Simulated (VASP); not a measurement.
Input of a VASP 6.6.1 run:

Contents of INCAR:

```
PREC     = Accurate       # precision mode
ENCUT    = 520            # plane-wave cutoff, eV
EDIFF    = 1E-8           # SCF threshold, eV
ISMEAR   = 0              # smearing method
SIGMA    = 0.01           # smearing width, eV
LREAL    = False          # projectors in reciprocal space
LASPH    = True           # aspherical terms in the spheres
NELM     = 80             # most SCF steps
ALGO     = Normal         # electronic algorithm
ISIF     = 2              # what is computed and relaxed
LWAVE    = False          # write WAVECAR
LCHARG   = False          # write CHGCAR
GGA      = PE             # functional
IBRION   = 8              # ionic algorithm
NSW      = 1              # ionic steps
LEPSILON = True           # dielectric tensor by DFPT
```

The input KPOINTS:

```
Automatic mesh
0
Gamma
  11 11 4
```

POSCAR

```
BN
1.0
    2.4883437615      0.0000000000      0.0000000000
   -1.2441718807      2.1549689108      0.0000000000
    0.0000000000      0.0000000000      6.4954828762
B N
2 2
Direct
    0.3333333333      0.6666666667      0.2500000000
    0.6666666667      0.3333333333      0.7500000000
    0.3333333333      0.6666666667      0.7500000000
    0.6666666667      0.3333333333      0.2500000000
```

Potentials or basis: VASP PAW PBE potentials, release 64 (B, N).

Command:

```sh
$ cat potpaw_PBE.64/B/POTCAR potpaw_PBE.64/N/POTCAR > POTCAR
$ mpirun -np 1 vasp_std > vasp.out
```

Predict the electronic dielectric tensor (diagonal).

4.80, 4.80, 2.78.

What does it give for the Born charges (mean of the diagonal)?

B +2.07; N -2.07 e.

Estimate the highest phonon frequency at Γ, LO-TO splitting left out.

1392 cm⁻¹.

Phonon frequencies in cm⁻¹ (negative: imaginary):
```tsv
q point	frequencies
(0.000, 0.000, 0.000)	0 0 0 47 47 137 735 793 1392 1392 1392 1392
```

Caveat: the cell wasn't relaxed at this level first, which shifts response properties.
